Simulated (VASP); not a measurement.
# Ba (Im-3m) in VASP: notebook

The runs below take Ba through single point, with LDA, PBE.

Program: VASP 6.6.1. These are calculated values, not measurements. Logs are shortened: lines on timing, memory, paths and dates and some standing lists are left out, and cuts for length are marked.

## (1) The cell of the first run

Symmetry: Im-3m, No. 229, cubic system. Conventional cell: a = 5.000 Å, b = 5.000 Å, c = 5.000 Å, α = 90.00°, β = 90.00°, γ = 90.00°. Within 5.7 Å of Ba (site symmetry m-3m) lie 14 Ba at 4.33 to 5.00 Å.

## (2) Single point, LDA

The input, INCAR:

```
SYSTEM = Ba
PREC = Accurate
ENCUT = 520
EDIFF = 1E-6
ISMEAR = -1
SIGMA = 0.03
LREAL = .False.
LASPH = .True.
NELM = 80
ALGO = Normal
ISIF = 2
LWAVE = .False.
LCHARG = .False.
GGA = CA
NBANDS = 11
```

The input, KPOINTS:

```
regular mesh
0
Gamma
  10 10 10
  0 0 0
```

The input, POSCAR:

```
Ba
1.0
   -2.5000000000      2.5000000000      2.5000000000
    2.5000000000     -2.5000000000      2.5000000000
    2.5000000000      2.5000000000     -2.5000000000
Ba
1
Direct
    0.0000000000      0.0000000000      0.0000000000
```

Potentials or basis: VASP PAW LDA potentials, release 64 (Ba_sv).

Launch:

```bash
$ cat potpaw_LDA.64/Ba_sv/POTCAR > POTCAR
$ mpirun -np 1 vasp_std > vasp.out
```

OUTCAR:

```text
SYSTEM = Ba
   PREC = Accurate
   ENCUT = 520
   EDIFF = 1E-6
   ISMEAR = -1
   LREAL = .False.
   LASPH = .True.
   NELM = 80
   ISIF = 2
   GGA = CA

 ion  position               nearest neighbor table
   1  0.000  0.000  0.000-

  LATTYP: Found a body centered cubic cell.
 ALAT       =     5.0000000000

  Lattice vectors:

 A1 = (  -2.5000000000,   2.5000000000,   2.5000000000)
 A2 = (   2.5000000000,  -2.5000000000,   2.5000000000)
 A3 = (   2.5000000000,   2.5000000000,  -2.5000000000)

Analysis of symmetry for initial positions (statically):
=====================================================================
 Subroutine PRICEL returns:
 Original cell was already a primitive cell.

 Routine SETGRP: Setting up the symmetry group for a
 body centered cubic supercell.

 Subroutine GETGRP returns: Found 48 space group operations
 (whereof 48 operations were pure point group operations)
 out of a pool of 48 trial point group operations.

The static configuration has the point symmetry O_h .

Analysis of symmetry for dynamics (positions and initial velocities):
=====================================================================
 Subroutine PRICEL returns:
 Original cell was already a primitive cell.

 Routine SETGRP: Setting up the symmetry group for a
 body centered cubic supercell.

 Subroutine GETGRP returns: Found 48 space group operations
 (whereof 48 operations were pure point group operations)
 out of a pool of 48 trial point group operations.

The dynamic configuration has the point symmetry O_h .

 Subroutine INISYM returns: Found 48 space group operations
 (whereof 48 operations are pure point group operations),
 and found     1 'primitive' translations

----------------------------------------------------------------------------------------

                                     Primitive cell

  volume of cell :      62.5000

  direct lattice vectors                    reciprocal lattice vectors
    -2.500000000  2.500000000  2.500000000     0.000000000  0.200000000  0.200000000
     2.500000000 -2.500000000  2.500000000     0.200000000  0.000000000  0.200000000
     2.500000000  2.500000000 -2.500000000     0.200000000  0.200000000  0.000000000

  length of vectors
     4.330127019  4.330127019  4.330127019     0.282842712  0.282842712  0.282842712

  position of ions in fractional coordinates (direct lattice)
     0.000000000  0.000000000  0.000000000

  ion indices of the primitive-cell ions
   primitive index   ion index
                 1           1

----------------------------------------------------------------------------------------

 KPOINTS: regular mesh

Automatic generation of k-mesh.
 Grid dimensions read from file:
 generate k-points for:   10   10   10

 Generating k-lattice:

  Cartesian coordinates                     Fractional coordinates (reciprocal lattice)
     0.000000000  0.020000000  0.020000000     0.100000000  0.000000000  0.000000000
     0.020000000  0.000000000  0.020000000     0.000000000  0.100000000  0.000000000
     0.020000000  0.020000000  0.000000000     0.000000000  0.000000000  0.100000000

  Length of vectors
     0.028284271  0.028284271  0.028284271

  Shift w.r.t. Gamma in fractional coordinates (k-lattice)
     0.000000000  0.000000000  0.000000000

 Subroutine IBZKPT returns following result:
 ===========================================

 Found     47 irreducible k-points:

 Following reciprocal coordinates:
            Coordinates               Weight
  0.000000  0.000000  0.000000      1.000000
  0.100000  0.000000  0.000000     12.000000
  0.200000  0.000000  0.000000     12.000000
  0.300000  0.000000  0.000000     12.000000
  0.400000  0.000000  0.000000     12.000000
  0.500000  0.000000  0.000000      6.000000
[... 16 lines left out ...]
  0.300000  0.300000  0.100000      8.000000
 -0.300000  0.300000  0.100000     24.000000
 [... further k-points ...]
   k-points           NKPTS =     47   k-points in BZ     NKDIM =     47   number of bands    NBANDS=     11
   number of dos      NEDOS =    301   number of ions     NIONS =      1
   total plane-waves  NPLWV =  32768
   dimension x,y,z NGX =    32 NGY =   32 NGZ =   32
   dimension x,y,z NGXF=    64 NGYF=   64 NGZF=   64
   ions per type =               1
   NGX,Y,Z   is equivalent  to a cutoff of  12.29, 12.29, 12.29 a.u.
   NGXF,Y,Z  is equivalent  to a cutoff of  24.57, 24.57, 24.57 a.u.
 SYSTEM =  Ba
   PREC   = accura    normal or accurate (medium, high low for compatibility)
   ISTART =      0    job   : 0-new  1-cont  2-samecut
   ICHARG =      2    charge: 1-file 2-atom 10-const
   ISPIN  =      1    spin polarized calculation?
   LNONCOLLINEAR =      F non collinear calculations
   LSORBIT =      F    spin-orbit coupling
   LASPH  =      T    aspherical Exc in radial PAW
   ENCUT  =  520.0 eV  38.22 Ry    6.18 a.u.   8.05  8.05  8.05*2*pi/ulx,y,z
   NELM   =     80;   NELMIN=  2; NELMDL= -5     # of ELM steps
   EDIFF  = 0.1E-05   stopping-criterion for ELM
   LREAL  =      F    real-space projection
   EDIFFG = 0.1E-04   stopping-criterion for IOM
   NSW    =      0    number of steps for IOM
   IBRION =     -1    ionic relax: 0-MD 1-quasi-New 2-CG
   NFREE  =      0    steps in history (QN), initial steepest desc. (CG)
   ISIF   =      2    stress and relaxation
   ISYM   =      2    0-nonsym 1-usesym 2-fastsym
   POTIM  = 0.5000    time-step for ionic-motion
   TEBEG  =    0.0;   TEEND  =   0.0 temperature during run
   PSTRESS=    0.0 pullay stress
   NELECT =      10.0000    total number of electrons
   NUPDOWN=      -1.0000    fix difference up-down
   EMIN   =  10.00;   EMAX   =-10.00  energy-range for DOS
   EFERMI =   0.00;   METHOD = LEGACY
   ISMEAR =    -1;   SIGMA  =   0.03  broadening in eV -4-tet -1-fermi 0-gaus
   EFERMI_NEDOS =   21; number of points for ismear=-14 and -15
   IALGO  =     38    algorithm
   IMIX   =      4    mixing-type and parameters
     AMIX     =   0.40;   BMIX     =  1.00
     AMIX_MAG =   1.60;   BMIX_MAG =  1.00
  volume/ion in A,a.u.               =      62.50       421.77
  Fermi-wavevector in a.u.,A,eV,Ry     =   0.888754  1.679501 10.747016  0.789883
  Thomas-Fermi vector in A             =   2.010225
   LORBIT       =      0    0 simple, 1 ext, 2 COOP (PROOUT), +10 PAW based schemes
   GGA     = CA    functional components
   LHFCALC =     F    Hartree Fock is set to
   AEXX    =    0.0000 exact exchange contribution
   IVDW    =     0    specifies the selected vdW correction
   LEPSILON=     F    determine dielectric tensor
   LRPA    =     F    only Hartree local field effects (RPA)
 non-spin polarized calculation
  energy-cutoff  :      520.00
  volume of cell :       62.50
 maximum number of plane-waves:      1721
   NGX = 17   NGY = 17   NGZ = 17

 number of electron      10.0000000 magnetization

 number of electron       9.9999999 magnetization

 Free energy of the ion-electron system (eV)
  ---------------------------------------------------
  ext. energy  EPLUGINS =         0.00000000
  ---------------------------------------------------
  free energy    TOTEN  =        -2.21657670 eV

  energy without entropy =       -2.21217174  energy(sigma->0) =       -2.21437422

 E-fermi :   1.4288     XC(G=0):  -7.6421

 val. band max:        1.4025055779   @ k =   0.5000   0.5000   0.3000
 cond. band min:       1.4329792357   @ k =  -0.4000   0.4000   0.3000
 fundamental gap:      0.0304736578
 Fermi energy:         1.4287576018

 k-point     1 :       0.0000    0.0000    0.0000
  band No.  band energies     occupation
      1     -27.3542      2.00000
      2     -12.3104      2.00000
      3     -12.3104      2.00000
      4     -12.3104      2.00000
      5      -1.3044      2.00000
      6       3.2143      0.00000
      7       3.2143      0.00000
      8       3.2143      0.00000
      9       4.6804      0.00000
     10       4.6804      0.00000
     11       8.4583      0.00000

 k-point     2 :       0.1000    0.0000    0.0000
  band No.  band energies     occupation
      1     -27.3498      2.00000
      2     -12.3599      2.00000
      3     -12.3257      2.00000
      4     -12.3107      2.00000
      5      -1.1151      2.00000
      6       3.0668      0.00000
      7       3.1335      0.00000
      8       3.4079      0.00000
      9       4.4570      0.00000
     10       4.6702      0.00000
     11       8.6656      0.00000

 k-point     3 :       0.2000    0.0000    0.0000
  band No.  band energies     occupation
      1     -27.3384      2.00000
      2     -12.4857      2.00000
      3     -12.3652      2.00000
      4     -12.3115      2.00000
      5      -0.6044      2.00000
      6       2.7364      0.00000
      7       2.7973      0.00000
      8       3.9745      0.00000
      9       4.3426      0.00000
     10       4.6911      0.00000
     11       8.9461      0.00000

 k-point     4 :       0.3000    0.0000    0.0000
  band No.  band energies     occupation
      1     -27.3243      2.00000
      2     -12.6343      2.00000
      3     -12.4132      2.00000
      4     -12.3124      2.00000
      5       0.0325      2.00000
      6       2.4017      0.00000
      7       2.4667      0.00000
      8       4.5240      0.00000
      9       4.8209      0.00000
     10       4.8674      0.00000
     11       8.3948      0.00000

 k-point     5 :       0.4000    0.0000    0.0000
  band No.  band energies     occupation
      1     -27.3128      2.00000
      2     -12.7496      2.00000
      3     -12.4514      2.00000
      4     -12.3133      2.00000
      5       0.4458      2.00000
      6       2.1700      0.00000
      7       2.5629      0.00000
      8       4.6589      0.00000
      9       5.0581      0.00000
     10       5.9621      0.00000
     11       7.5660      0.00000
[... 211 lines left out ...]
 k-point    21 :       0.3000    0.2000    0.1000
  band No.  band energies     occupation
      1     -27.3067      2.00000
      2     -12.6945      2.00000
      3     -12.5281      2.00000
      4     -12.3996      2.00000
      5       1.3376      1.90844
      6       1.9469      0.00000
      7       2.2259      0.00000
      8       4.9651      0.00000
      9       5.2230      0.00000
     10       6.2084      0.00000
     11       7.4165      0.00000

 k-point    22 :      -0.2000    0.2000    0.1000
  band No.  band energies     occupation
      1     -27.3345      2.00000
      2     -12.4864      2.00000
      3     -12.3813      2.00000
      4     -12.3495      2.00000
      5      -0.4329      2.00000
      6       2.8395      0.00000
      7       2.8869      0.00000
      8       3.6809      0.00000
      9       3.9035      0.00000
     10       5.1079      0.00000
     11       9.1573      0.00000

 k-point    23 :       0.3000    0.3000    0.1000
  band No.  band energies     occupation
      1     -27.3050      2.00000
      2     -12.6177      2.00000
      3     -12.6177      2.00000
      4     -12.4145      2.00000
      5       1.5889      0.00955
      6       2.0624      0.00000
      7       2.0624      0.00000
      8       5.1687      0.00000
      9       5.1687      0.00000
     10       5.6305      0.00000
     11       8.0750      0.00000

 k-point    24 :      -0.3000    0.3000    0.1000
  band No.  band energies     occupation
      1     -27.3207      2.00000
      2     -12.6275      2.00000
      3     -12.4301      2.00000
      4     -12.3487      2.00000
      5       0.1962      2.00000
      6       2.3950      0.00000
      7       2.5766      0.00000
      8       3.9218      0.00000
      9       4.7921      0.00000
     10       5.1795      0.00000
     11       8.2415      0.00000

 [... further k-points ...]

------------------------ aborting loop because EDIFF is reached ----------------------------------------

  FORCE on cell =-STRESS in cart. coord.  units (eV):
  Direction    XX          YY          ZZ          XY          YZ          ZX
  --------------------------------------------------------------------------------------
  -------------------------------------------------------------------------------------
  Total       -0.4528692     -0.4528692     -0.4528692     -0.0000000      0.0000000     -0.0000000
  in kB      -11.6092286    -11.6092286    -11.6092286     -0.0000000      0.0000000     -0.0000000
  external PRESSURE =     -11.6092286 kB  Pullay stress =       0.0000000 kB

 VOLUME and BASIS-vectors are now :
 -----------------------------------------------------------------------------
  energy-cutoff  :      520.00
  volume of cell :       62.50
      direct lattice vectors                 reciprocal lattice vectors
    -2.500000000  2.500000000  2.500000000     0.000000000  0.200000000  0.200000000
     2.500000000 -2.500000000  2.500000000     0.200000000  0.000000000  0.200000000
     2.500000000  2.500000000 -2.500000000     0.200000000  0.200000000  0.000000000

 POSITION                                       TOTAL-FORCE (eV/Angst)
 -----------------------------------------------------------------------------------
      0.00000      0.00000      0.00000         0.000000      0.000000     -0.000000
 -----------------------------------------------------------------------------------
    total drift:                                0.000000      0.000000     -0.000000

  FREE ENERGIE OF THE ION-ELECTRON SYSTEM (eV)
  ---------------------------------------------------
  free  energy   TOTEN  =        -2.2165766955 eV

  energy  without entropy=       -2.2121717437  energy(sigma->0) =       -2.21437422
```

Run time: 15 s. Hardware: 1 thread of Oxide Virtual Turin-like, shared host; peak memory 0.13 GiB.

Results:

```
Free energy            : -2.2166 eV
Pressure               : -1.2 GPa
Band gap on the k mesh : zero (bands 5 and 6 overlap by 0.87 eV)
```

Levels at points of the mesh, in eV from the Fermi level:
```tsv
k point	band 2	band 3	band 4	band 5	band 6	band 7	band 8	band 9
(0.00, 0.00, 0.00)	-13.74	-13.74	-13.74	-2.73	1.79	1.79	1.79	3.25
(0.50, 0.00, 0.00)	-14.22	-13.89	-13.74	-0.89	0.66	1.37	3.19	3.78
(0.50, 0.50, 0.50)	-14.07	-14.07	-14.07	-0.52	-0.52	4.42	4.42	4.42
```

Caveat: spin-orbit coupling is left out, which moves the levels of the heavy elements.

## (3) Single point, PBE, non-collinear spin, zero start, spin-orbit coupling

The input, INCAR:

```
SYSTEM = Ba
ALGO     = Normal         ! electronic algorithm
EDIFF    = 1E-6           ! SCF threshold, eV
ENCUT    = 520            ! plane-wave cutoff, eV
GGA      = PE             ! functional
GGA_COMPAT= .FALSE.      
ISIF     = 2              ! what is computed and relaxed
ISMEAR   = -1             ! smearing method
LASPH    = .TRUE.         ! aspherical terms in the spheres
LCHARG   = .FALSE.        ! write CHGCAR
LORBIT   = 11             ! projections on sites
LORBMOM  = .TRUE.       
LREAL    = .FALSE.        ! projectors in reciprocal space
LSORBIT  = .TRUE.         ! spin-orbit coupling
LWAVE    = .FALSE.        ! write WAVECAR
MAGMOM   = 0 0 0          ! initial moments
NBANDS   = 21             ! bands
NELM     = 150            ! most SCF steps
PREC     = Accurate       ! precision mode
SIGMA    = 0.03           ! smearing width, eV
```

The input, KPOINTS:

```
k-points
0
G
  10 10 10
  0 0 0
```

POSCAR is that of step 2.

Potentials or basis: VASP PAW PBE potentials, release 64 (Ba_sv).

Launch:

```bash
$ cat potpaw_PBE.64/Ba_sv/POTCAR > POTCAR
$ mpirun -np 1 vasp_ncl > vasp.out
```

It took 83 s on 1 thread of Oxide Virtual Turin-like, shared host; peak memory 0.32 GiB.

Results (log left out):

```yaml
Free_energy: -2.1069 eV
Pressure: 0.1 GPa
Net_moment: 0.00 μB per cell
Valence_electrons_inside_the_program's_atomic_spheres: Ba 7.89
```

Moments on the atoms (μB; x, y, z):
```
Ba  0.00 0.00 0.00
```

The gap in the log of VASP goes by the Fermi energy; the results here count the filled bands.